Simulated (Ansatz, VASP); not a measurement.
## One calculation of Ga2C, two programs

```
Ga C
1.0
    -1.61331    1.61331    3.95765
     1.61331   -1.61331    3.95765
     1.61331    1.61331   -3.95765
Ga C
2 1
Direct
  0.66500 0.66500 0.00000
  0.33500 0.33500 0.00000
  0.00000 0.00000 0.00000
```

Alike in both runs: task relaxation of cell and atoms; functional PBE; k mesh 8 × 8 × 8; occupations gaussian, width 0.1 eV; no spin polarisation.

```csv
,VASP,Ansatz
version,VASP 6.6.1,Ansatz 0.2.0
potentials or method,"VASP PAW PBE potentials, release 64 (Ga_d, C), cutoff 600 eV","scalar-relativistic, plane waves, PAW"
valence electrons in the cell,30,30
```

```tsv
	VASP	Ansatz	Ansatz less VASP
gap on the k mesh at the Fermi level, each at its own relaxed structure (eV)	none	none	-
relaxed volume (Å³/atom)	13.62	13.65	+0.028
relaxed cell length with the largest relative difference (Å)	5.443	5.456	+0.0124
```

A gap of «none» marks a metal or a gap that the smearing closes.
